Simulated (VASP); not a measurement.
# Al (Immm) in VASP: further runs

The runs below take Al through single point, with PBEsol+D3(BJ).

All numbers are computed with VASP 6.6.1; they aren't measurements. Logs are shortened: lines on timing, memory, paths and dates and some standing lists are left out, and cuts for length are marked.

**1. The cell of the first run**

Symmetry: Immm, No. 71, orthorhombic system. Conventional cell: a = 2.746 Å, b = 2.858 Å, c = 3.963 Å, α = 90.00°, β = 90.00°, γ = 90.00°. Al (site symmetry mmm) has 12 Al at 2.75 to 2.86 Å within 3.6 Å.

**2. Single point, PBEsol+D3(BJ) (strain -0.0400 x Voigt [0, 0, 0, 0, 0, 1])**

INCAR reads:

```
SYSTEM = Al
PREC = Accurate
ENCUT = 520
EDIFF = 1E-6
ISMEAR = 0
SIGMA = 0.15
LREAL = .False.
LASPH = .True.
NELM = 100
ALGO = Fast
ISIF = 2
LWAVE = .False.
LCHARG = .False.
GGA = PS
IVDW = 12
NBANDS = 8
```

KPOINTS reads:

```
regular mesh
0
Gamma
  26 26 26
  0 0 0
```

POSCAR reads:

```
Al
1.0
   -0.0396255523      1.9812776140      1.9812776140
    1.9812776140     -0.0396255523      1.9812776140
    1.9416520617      1.9416520617      0.0000000000
Al
1
Direct
    0.0000000000      0.0000000000      0.0000000000
```

Potentials or basis: VASP PAW PBE potentials, release 64 (Al).

On the command line:

```sh
> cat potpaw_PBE.64/Al/POTCAR > POTCAR
> mpirun -np 1 vasp_std > vasp.out
```

OUTCAR:

```text
SYSTEM = Al
   PREC = Accurate
   ENCUT = 520
   EDIFF = 1E-6
   ISMEAR = 0
   LREAL = .False.
   LASPH = .True.
   NELM = 100
   ISIF = 2
   GGA = PS
   IVDW = 12
 IVDW          = 12

 ion  position               nearest neighbor table
   1  0.000  0.000  0.000-

  LATTYP: Found a body centered orthorhombic cell.
 ALAT       =     2.7459106791
 B/A-ratio  =     1.0408163266
 C/A-ratio  =     1.4430750637

  Lattice vectors:

 A1 = (   0.0396255523,  -1.9812776140,  -1.9812776140)
 A2 = (  -0.0396255523,   1.9812776140,  -1.9812776140)
 A3 = (   1.9812776140,  -0.0396255523,   1.9812776140)

Analysis of symmetry for initial positions (statically):
=====================================================================
 Subroutine PRICEL returns:
 Original cell was already a primitive cell.

 Routine SETGRP: Setting up the symmetry group for a
 body centered orthorhombic supercell.

 Subroutine GETGRP returns: Found  8 space group operations
 (whereof  8 operations were pure point group operations)
 out of a pool of  8 trial point group operations.

The static configuration has the point symmetry D_2h.

Analysis of symmetry for dynamics (positions and initial velocities):
=====================================================================
 Subroutine PRICEL returns:
 Original cell was already a primitive cell.

 Routine SETGRP: Setting up the symmetry group for a
 body centered orthorhombic supercell.

 Subroutine GETGRP returns: Found  8 space group operations
 (whereof  8 operations were pure point group operations)
 out of a pool of  8 trial point group operations.

The dynamic configuration has the point symmetry D_2h.

 Subroutine INISYM returns: Found  8 space group operations
 (whereof  8 operations are pure point group operations),
 and found     1 'primitive' translations

----------------------------------------------------------------------------------------

                                     Primitive cell

  volume of cell :      15.5486

  direct lattice vectors                    reciprocal lattice vectors
    -0.039625552  1.981277614  1.981277614    -0.247414131  0.247414131  0.252362413
     1.981277614 -0.039625552  1.981277614     0.247414131 -0.247414131  0.252362413
     1.941652062  1.941652062  0.000000000     0.257512667  0.257512667 -0.252362413

  length of vectors
[... 81 lines left out ...]
   LREAL  =      F    real-space projection
   EDIFFG = 0.1E-04   stopping-criterion for IOM
   NSW    =      0    number of steps for IOM
   IBRION =     -1    ionic relax: 0-MD 1-quasi-New 2-CG
   NFREE  =      0    steps in history (QN), initial steepest desc. (CG)
   ISIF   =      2    stress and relaxation
   ISYM   =      2    0-nonsym 1-usesym 2-fastsym
   POTIM  = 0.5000    time-step for ionic-motion
   TEBEG  =    0.0;   TEEND  =   0.0 temperature during run
   PSTRESS=    0.0 pullay stress
   NELECT =       3.0000    total number of electrons
   NUPDOWN=      -1.0000    fix difference up-down
   EMIN   =  10.00;   EMAX   =-10.00  energy-range for DOS
   EFERMI =   0.00;   METHOD = LEGACY
   ISMEAR =     0;   SIGMA  =   0.15  broadening in eV -4-tet -1-fermi 0-gaus
   EFERMI_NEDOS =   21; number of points for ismear=-14 and -15
   IALGO  =     68    algorithm
   IMIX   =      4    mixing-type and parameters
     AMIX     =   0.40;   BMIX     =  1.00
     AMIX_MAG =   1.60;   BMIX_MAG =  1.00
  volume/ion in A,a.u.               =      15.55       104.93
  Fermi-wavevector in a.u.,A,eV,Ry     =   0.945986  1.787653 12.175699  0.894889
  Thomas-Fermi vector in A             =   2.073940
   LORBIT       =      0    0 simple, 1 ext, 2 COOP (PROOUT), +10 PAW based schemes
   GGA     = PS    functional components
   LHFCALC =     F    Hartree Fock is set to
   AEXX    =    0.0000 exact exchange contribution
   IVDW    =    12    specifies the selected vdW correction
   LEPSILON=     F    determine dielectric tensor
   LRPA    =     F    only Hartree local field effects (RPA)
 non-spin polarized calculation
 RMM-DIIS sequential band-by-band and
 Gauss-broadening in eV      SIGMA  =   0.15
  energy-cutoff  :      520.00
  volume of cell :       15.55
 maximum number of plane-waves:       433
 NGX is ok and might be reduce to    24
   NGX = 11   NGY = 11   NGZ = 11

 number of electron       3.0000000 magnetization

 Free energy of the ion-electron system (eV)
  ---------------------------------------------------
  ext. energy  EPLUGINS =         0.00000000
  ---------------------------------------------------
  free energy    TOTEN  =        -4.08430580 eV

  energy without entropy =       -4.08016866  energy(sigma->0) =       -4.08223723

 E-fermi :   8.5902     XC(G=0): -10.4747

 val. band max:        8.5872702830   @ k =  -0.3846   0.5000   0.1923
 cond. band min:       8.5904444073   @ k =  -0.2692  -0.3462   0.4231
 fundamental gap:      0.0031741244
 Fermi energy:         8.5902234505

 k-point     1 :       0.0000    0.0000    0.0000
  band No.  band energies     occupation
      1      -2.9650      2.00000
      2      20.8669      0.00000
      3      21.4656      0.00000
      4      22.1815      0.00000
      5      22.7412      0.00000
      6      23.2222      0.00000
      7      24.2075      0.00000
      8      25.7716      0.00000
[... 243 lines left out ...]
 k-point    24 :       0.3846    0.0385    0.0000
  band No.  band energies     occupation
      1       0.8376      2.00000
      2       7.5265      2.00000
      3      19.6807      0.00000
      4      20.2327      0.00000
      5      20.9152      0.00000
      6      23.1743      0.00000
      7      24.0445      0.00000
      8      26.5255      0.00000

 [... further k-points ...]

------------------------ aborting loop because EDIFF is reached ----------------------------------------

 Edisp (eV)   -0.33718

 E8    (eV) :    -0.2271

  FORCE on cell =-STRESS in cart. coord.  units (eV):
  Direction    XX          YY          ZZ          XY          YZ          ZX
  --------------------------------------------------------------------------------------
  -------------------------------------------------------------------------------------
  Total       0.03751     0.03751     0.00774     0.18850     0.00000     0.00000
  in kB       3.86566     3.86566     0.79797    19.42379     0.00000     0.00000
  external pressure =        2.84 kB  Pullay stress =        0.00 kB

 VOLUME and BASIS-vectors are now :
 -----------------------------------------------------------------------------
  energy-cutoff  :      520.00
  volume of cell :       15.55
      direct lattice vectors                 reciprocal lattice vectors
    -0.039625552  1.981277614  1.981277614    -0.247414131  0.247414131  0.252362413
     1.981277614 -0.039625552  1.981277614     0.247414131 -0.247414131  0.252362413
     1.941652062  1.941652062  0.000000000     0.257512667  0.257512667 -0.252362413

 POSITION                                       TOTAL-FORCE (eV/Angst)
 -----------------------------------------------------------------------------------
      0.00000      0.00000      0.00000         0.000000     -0.000000     -0.000000
 -----------------------------------------------------------------------------------
    total drift:                               -0.000000     -0.000000     -0.000000

  FREE ENERGIE OF THE ION-ELECTRON SYSTEM (eV)
  ---------------------------------------------------
  free  energy   TOTEN  =        -4.4214889201 eV

  energy  without entropy=       -4.4173517811  energy(sigma->0) =       -4.41942035
```

stdout:

```text
POSCAR found type information on POSCAR Al
 POSCAR found :  1 types and       1 ions
 scaLAPACK will be used
 -----------------------------------------------------------------------------
|                                                                             |
|                                                                             |
|     You enforced a specific xc type in the INCAR file but a different       |
|     I HOPE YOU KNOW WHAT YOU ARE DOING!                                     |
|                                                                             |
 -----------------------------------------------------------------------------

 LDA part: xc-table for (Slater+PW92), standard interpolation
 POSCAR, INCAR and KPOINTS ok, starting setup
 FFT: planning ... GRIDC
 FFT: planning ... GRID_SOFT
 FFT: planning ... GRID
 WAVECAR not read
 entering main loop
```

Wall time 9 min (1 thread of AMD EPYC, shared host); peak memory 0.34 GiB.

What came out:

```
Free energy                : -4.4215 eV
Pressure                   : 0.3 GPa
Band gap on the k mesh     : zero (an odd number of electrons rules out a gap without spin polarisation)
Dispersion energy per atom : -0.337 eV
```

Caveat: the cell differs from its parent crystal (strain -0.0400 x Voigt [0, 0, 0, 0, 0, 1]); the PAW data sets were made with another functional, which shifts forces and pressure a little.

**3. Single point, PBEsol+D3(BJ) (strain +0.0300 x Voigt [0, 0, 0, 0, 0, 1])**

INCAR is that of step 2.

KPOINTS reads:

```
Automatic mesh
0
Gamma
  26 26 26
  0 0 0
```

POSCAR reads:

```
Al
1.0
    0.0297191642      1.9812776140      1.9812776140
    1.9812776140      0.0297191642      1.9812776140
    2.0109967782      2.0109967782      0.0000000000
Al
1
Direct
    0.0000000000      0.0000000000      0.0000000000
```

Potentials or basis: VASP PAW PBE potentials, release 64 (Al).

On the command line:

```sh
> cat potpaw_PBE.64/Al/POTCAR > POTCAR
> mpirun -np 1 vasp_std > vasp.out
```

OUTCAR:

```text
SYSTEM = Al
   PREC = Accurate
   ENCUT = 520
   EDIFF = 1E-6
   ISMEAR = 0
   LREAL = .False.
   LASPH = .True.
   NELM = 100
   ISIF = 2
   GGA = PS
   IVDW = 12
 IVDW          = 12

 ion  position               nearest neighbor table
   1  0.000  0.000  0.000-

  LATTYP: Found a body centered orthorhombic cell.
 ALAT       =     2.7599204275
 B/A-ratio  =     1.0304568528
 C/A-ratio  =     1.4357498095

  Lattice vectors:

 A1 = (   1.9812776140,   0.0297191642,  -1.9812776140)
[... 446 lines left out ...]
      8      26.1072      0.00000

 [... further k-points ...]

------------------------ aborting loop because EDIFF is reached ----------------------------------------

 Edisp (eV)   -0.33713

 E8    (eV) :    -0.2270

  FORCE on cell =-STRESS in cart. coord.  units (eV):
  Direction    XX          YY          ZZ          XY          YZ          ZX
  --------------------------------------------------------------------------------------
  -------------------------------------------------------------------------------------
  Total       0.02456     0.02456     0.00991    -0.14979     0.00000     0.00000
  in kB       2.52982     2.52982     1.02143   -15.43227     0.00000     0.00000
  external pressure =        2.03 kB  Pullay stress =        0.00 kB

 VOLUME and BASIS-vectors are now :
 -----------------------------------------------------------------------------
  energy-cutoff  :      520.00
  volume of cell :       15.55
      direct lattice vectors                 reciprocal lattice vectors
     0.029719164  1.981277614  1.981277614    -0.256205496  0.256205496  0.252362413
     1.981277614  0.029719164  1.981277614     0.256205496 -0.256205496  0.252362413
     2.010996778  2.010996778  0.000000000     0.248632919  0.248632919 -0.252362413

 POSITION                                       TOTAL-FORCE (eV/Angst)
 -----------------------------------------------------------------------------------
      0.00000      0.00000      0.00000         0.000000      0.000000     -0.000000
 -----------------------------------------------------------------------------------
    total drift:                                0.000000      0.000000     -0.000000

  FREE ENERGIE OF THE ION-ELECTRON SYSTEM (eV)
  ---------------------------------------------------
  free  energy   TOTEN  =        -4.4231876374 eV

  energy  without entropy=       -4.4190493882  energy(sigma->0) =       -4.42111851
```

OSZICAR:

```text
N       E                     dE             d eps       ncg     rms          rms(c)
DAV:   1    -0.262936609510E+01   -0.26294E+01   -0.88263E+02 39744   0.206E+02
DAV:   2    -0.410879158039E+01   -0.14794E+01   -0.14378E+01 55040   0.194E+01
DAV:   3    -0.411564637978E+01   -0.68548E-02   -0.68506E-02 51384   0.148E+00
DAV:   4    -0.411566203023E+01   -0.15650E-04   -0.15651E-04 61408   0.613E-02
DAV:   5    -0.411566206761E+01   -0.37375E-07   -0.38143E-07 52032   0.163E-03    0.151E+00
RMM:   6    -0.409800335260E+01    0.17659E-01   -0.12357E-03 39599   0.174E-01    0.870E-01
RMM:   7    -0.408603857191E+01    0.11965E-01   -0.38027E-03 45569   0.298E-01    0.144E-01
RMM:   8    -0.408605572346E+01   -0.17152E-04   -0.25500E-04 44256   0.949E-02    0.335E-02
RMM:   9    -0.408605951764E+01   -0.37942E-05   -0.35869E-05 45857   0.382E-02    0.146E-02
RMM:  10    -0.408605813981E+01    0.13778E-05   -0.55164E-06 46755   0.141E-02    0.246E-02
RMM:  11    -0.408605833885E+01   -0.19904E-06   -0.11212E-06 41805   0.626E-03
   1 F= -.44231876E+01 E0= -.44211185E+01  d E =-.413825E-02
```

stdout:

```text
POSCAR found type information on POSCAR Al
 POSCAR found :  1 types and       1 ions
 scaLAPACK will be used
 -----------------------------------------------------------------------------
|                                                                             |
|                                                                             |
|     You enforced a specific xc type in the INCAR file but a different       |
|     I HOPE YOU KNOW WHAT YOU ARE DOING!                                     |
|                                                                             |
 -----------------------------------------------------------------------------

 LDA part: xc-table for (Slater+PW92), standard interpolation
 POSCAR, INCAR and KPOINTS ok, starting setup
 FFT: planning ... GRIDC
 FFT: planning ... GRID_SOFT
 FFT: planning ... GRID
 WAVECAR not read
 entering main loop
```

It took 11 min on 1 thread of AMD EPYC, shared host; peak memory 0.34 GiB.

Results:

```yaml
Free_energy: -4.4232 eV
Pressure: 0.2 GPa
Band_gap_on_the_k_mesh: zero (an odd number of electrons rules out a gap without spin polarisation)
Dispersion_energy_per_atom: -0.337 eV
```

Levels at points of the mesh, in eV from the Fermi level:
| k point | band 1 | band 2 | band 3 | band 4 |
| --- | --- | --- | --- | --- |
| (0.00, 0.00, 0.00) | -11.56 | 12.43 | 12.89 | 13.42 |
| (0.50, 0.00, 0.00) | -4.76 | -4.28 | 11.27 | 11.65 |
| (0.50, 0.50, 0.00) | -3.07 | -1.64 | 5.20 | 5.31 |
| (0.00, 0.00, 0.50) | -4.93 | -4.65 | 11.61 | 12.13 |
| (0.50, 0.00, 0.50) | -3.07 | -1.63 | 5.26 | 5.86 |

Caveat: the cell differs from its parent crystal (strain +0.0300 x Voigt [0, 0, 0, 0, 0, 1]); the PAW data sets were made with another functional, which shifts forces and pressure a little.

**4. Single point, PBEsol+D3(BJ) (strain -0.0200 x Voigt [0, 0, 0, 0, 0, 1])**

INCAR reads:

```
SYSTEM = Al
ALGO = Fast ; EDIFF = 1E-7
ENCUT = 520 ; GGA = PS
ISIF = 2 ; ISMEAR = 0
IVDW = 12 ; LASPH = .True.
LCHARG = .False. ; LREAL = .False.
LWAVE = .False. ; NBANDS = 8
NELM = 100 ; PREC = Accurate
SIGMA = 0.15
```

KPOINTS reads:

```
k-points
0
Gamma
  26 26 26
  0 0 0
```

POSCAR reads:

```
Al
1.0
   -0.0198127761      1.9812776140      1.9812776140
    1.9812776140     -0.0198127761      1.9812776140
    1.9614648379      1.9614648379      0.0000000000
Al
1
Direct
    0.0000000000      0.0000000000      0.0000000000
```

On the command line:

```sh
> cat potpaw_PBE.64/Al/POTCAR > POTCAR
> mpirun -np 1 vasp_std > vasp.out
```

It took 13 min on 1 thread of AMD EPYC, shared host; peak memory 0.34 GiB.

It converged, with:

- Free energy: -4.4245 eV
- Pressure: 0.1 GPa
- Band gap on the k mesh: zero (an odd number of electrons rules out a gap without spin polarisation)
- Dispersion energy per atom: -0.337 eV

Stress tensor (GPa, compression positive):
```
0.17 1.08 0.00
1.08 0.17 0.00
0.00 0.00 0.12
```

Levels at points of the mesh, in eV from the Fermi level:
```csv
k point,band 1,band 2,band 3,band 4,band 5,band 6
"(0.00, 0.00, 0.00)",-11.55,12.59,12.90,13.25,14.50,14.80
"(0.50, 0.00, 0.00)",-4.90,-4.59,11.64,12.00,12.10,12.29
"(0.50, 0.50, 0.00)",-3.07,-1.64,5.23,5.49,6.24,9.65
"(0.00, 0.00, 0.50)",-4.78,-4.34,11.41,11.76,11.77,11.93
"(0.50, 0.00, 0.50)",-3.07,-1.63,5.26,5.86,5.86,9.62
```

Caveat: the cell differs from its parent crystal (strain -0.0200 x Voigt [0, 0, 0, 0, 0, 1]); the PAW data sets were made with another functional, which shifts forces and pressure a little.

(Continued in part 2 of 2.)
